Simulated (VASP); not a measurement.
Set up this calculation in VASP 6.6.1, as the native input.

```
Task                   : relaxation of cell and atoms
Functional             : PBEsol
Potentials or basis    : VASP PAW PBE potentials, release 64 (La)
Cutoff                 : 600 eV
k mesh                 : 8 × 8 × 5
Occupations            : fermi-dirac, width 0.05 eV
Spin                   : no spin polarisation
Dipole correction      : no
Further INCAR settings : ALGO = Fast; EDIFF = 1e-07; IBRION = 2; EDIFFG = -0.01; NSW = 60; ISIF = 3
```

The structure of La lies in POSCAR:

```
La
1.0
    3.7500000000      0.0000000000      0.0000000000
   -1.8750000000      3.2475952642      0.0000000000
    0.0000000000      0.0000000000      6.0700000000
La
2
Direct
    0.6666666667      0.3333333333      0.7500000000
    0.3333333333      0.6666666667      0.2500000000
```

The input as run:

INCAR

```
ALGO     = Fast           # electronic algorithm
EDIFF    = 1E-7           # SCF threshold, eV
EDIFFG   = -0.01          # ionic threshold
ENCUT    = 600            # plane-wave cutoff, eV
GGA      = PS             # functional
IBRION   = 2              # ionic algorithm
ISIF     = 3              # what is computed and relaxed
ISMEAR   = -1             # smearing method
LASPH    = T              # aspherical terms in the spheres
LCHARG   = F              # write CHGCAR
LREAL    = F              # projectors in reciprocal space
LWAVE    = F              # write WAVECAR
NELM     = 60             # most SCF steps
NSW      = 60             # ionic steps
PREC     = Accurate       # precision mode
SIGMA    = 0.05           # smearing width, eV
```

KPOINTS

```
k-points
0
Gamma
  8 8 5
```

Potentials or basis: VASP PAW PBE potentials, release 64 (La).

The run is started by

```sh
$ cat potpaw_PBE.64/La/POTCAR > POTCAR
$ mpirun -np 1 vasp_std > vasp.out
```

It gave:

```json
{"Relaxed volume": "34.86 Å³/atom", "Relaxed cell": "a = 3.683 Å, b = 3.683 Å, c = 5.937 Å, α = 90.00°, β = 90.00°, γ = 120.00°", "Space group after relaxing (to 0.1 Å)": "P6_3/mmc (No. 194)", "Energy gained by relaxing": "9.6 meV/atom", "Ionic steps": "3", "Pressure after relaxing": "0.0 GPa", "Band gap on the k mesh": "zero (bands 11 and 12 overlap by 1.38 eV)"}
```

Caveat: the PAW data sets were made with another functional, which shifts forces and pressure a little; spin-orbit coupling is left out, which moves the levels of the heavy elements.

Wall time 5.2 min on 1 thread of Intel(R) Xeon(R) Platinum 8488C (Sapphire Rapids) (shared host), peak memory 0.24 GiB.
